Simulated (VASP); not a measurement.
Crystal: MnO2.

```
Mn O
1.0
     2.87681    0.00000    0.00000
    -1.43840    2.49139    0.00000
     0.00000    0.00000    5.44645
Mn O
1 2
Cartesian
  0.0000 0.0000 0.0000
  0.0000 1.6609 0.9551
  1.4384 0.8305 4.4913
```

Program: VASP 6.6.1. Alike in all runs: task single point; potentials or basis VASP PAW PBE potentials, release 64 (Mn_pv, O); cell as given; k mesh 14 × 14 × 6; cutoff (eV) 520.

Q: Order these runs on this cell by their pressure, lowest first.
A. level PBE; spin collinear, ferromagnetic start; smearing tetrahedron
B. level PBE+D4; spin collinear, ferromagnetic start; smearing gaussian 0.05 eV
C. level revPBE; spin collinear, ferromagnetic start; smearing gaussian 0.05 eV
D. level PBE; spin off; smearing gaussian 0.05 eV

A: D (-7.2 GPa), B (-1.0 GPa), A (0.8 GPa), C (3.8 GPa).

Caveats: a cell with one magnetic atom can't hold antiferromagnetic order, which such compounds often take (some runs); the PAW data sets were made with another functional, which shifts forces and pressure a little (some runs); an odd number of electrons without spin polarisation forces a metal (some runs); a magnetic or distorted state may lie lower (some runs).
